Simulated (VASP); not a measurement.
A run of VASP 6.6.1 is set up as follows.

File INCAR:

```
SYSTEM = Ir
AGGAC = 1.0
AGGAX = 1.0
ALDAC = 0.0
ALDAX = 1.0
ALGO = Normal
EDIFF = 1E-6
ENCUT = 520
GGA = B5
ISIF = 2
ISMEAR = -1
LASPH = .TRUE.
LCHARG = .FALSE.
LREAL = .FALSE.
LWAVE = .FALSE.
NBANDS = 10
NELM = 100
PREC = Accurate
SIGMA = 0.1
```

KPOINTS

```
k-points
0
G
  16 16 16
  0 0 0
```

Contents of POSCAR:

```
Ir
1.0
   -1.5399005410      1.5399005410      1.5399005410
    1.5399005410     -1.5399005410      1.5399005410
    1.5399005410      1.5399005410     -1.5399005410
Ir
1
Direct
    0.0000000000      0.0000000000      0.0000000000
```

Potentials or basis: VASP PAW PBE potentials, release 64 (Ir).

The run is started by

```console
$ cat potpaw_PBE.64/Ir/POTCAR > POTCAR
$ mpirun -np 1 vasp_std > vasp.out
```

**Question.** Predict the pressure.

**Answer.** 29.5 GPa.

Caveat: the PAW data sets were made with another functional, which shifts forces and pressure a little.
